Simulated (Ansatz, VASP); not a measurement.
**In in VASP and in Ansatz**

The input INCAR:

```
SYSTEM = In
  PREC = Accurate
  ENCUT = 520
  EDIFF = 1E-6
  ISMEAR = 0
  SIGMA = 0.15
  LREAL = .FALSE.
  LASPH = .TRUE.
  NELM = 80
  ALGO = Fast
  ISIF = 2
  LWAVE = .FALSE.
  LCHARG = .TRUE.
  GGA = CA
  LELF = .TRUE.
  LVHAR = .TRUE.
  NBANDS = 12
```

The input KPOINTS:

```
regular mesh
0
G
  22 22 22
  0 0 0
```

POSCAR

```
In
1.0
   -1.6803382473      1.6803382473      2.4349781541
    1.6803382473     -1.6803382473      2.4349781541
    1.6803382473      1.6803382473     -2.4349781541
In
1
Direct
    0.0000000000      0.0000000000      0.0000000000
```

Input for Ansatz:

```yaml
crystal:
  lattice:
    - [-1.6803382473, 1.6803382473, 2.4349781541]
    - [1.6803382473, -1.6803382473, 2.4349781541]
    - [1.6803382473, 1.6803382473, -2.4349781541]
  atoms:
    - { symbol: In, position: [0.0, 0.0, 0.0] }
basis:
  ecutwfc: 420
kpoints:
  mp_grid: { grid: [22, 22, 22] }
hamiltonian:
  xc: lda
  pseudopotentials: { kind: paw }
scf:
  occupations: { method: gaussian, width: 0.15 }
output:
  forces: true
  stress: true
  eigenvalues: true
```

Alike in both runs: task single point; functional LDA; k mesh 22 × 22 × 22; occupations gaussian, width 0.15 eV; no spin polarisation.

|  | VASP | Ansatz |
| --- | --- | --- |
| version | VASP 6.6.1 | Ansatz 0.2.0 |
| potentials or method | VASP PAW LDA potentials, release 64 (In_d), cutoff 520 eV | scalar-relativistic, plane waves, PAW |
| valence electrons in the cell | 13 | 13 |

VASP gave:

- gap on the k mesh at the Fermi level (eV): none
- pressure (GPa): -4.2
- traceless stress, the component that is largest in VASP (GPa): 0.15

**Question.** Estimate Ansatz's values.

**Answer.** gap on the k mesh at the Fermi level (eV): none; pressure (GPa): -4.1; traceless stress, the component that is largest in VASP (GPa): 0.14.

LDA's correlation is that of Perdew and Zunger in VASP and of Perdew and Wang (1992) in Ansatz. A gap of «none» marks a metal or a gap that the smearing closes.
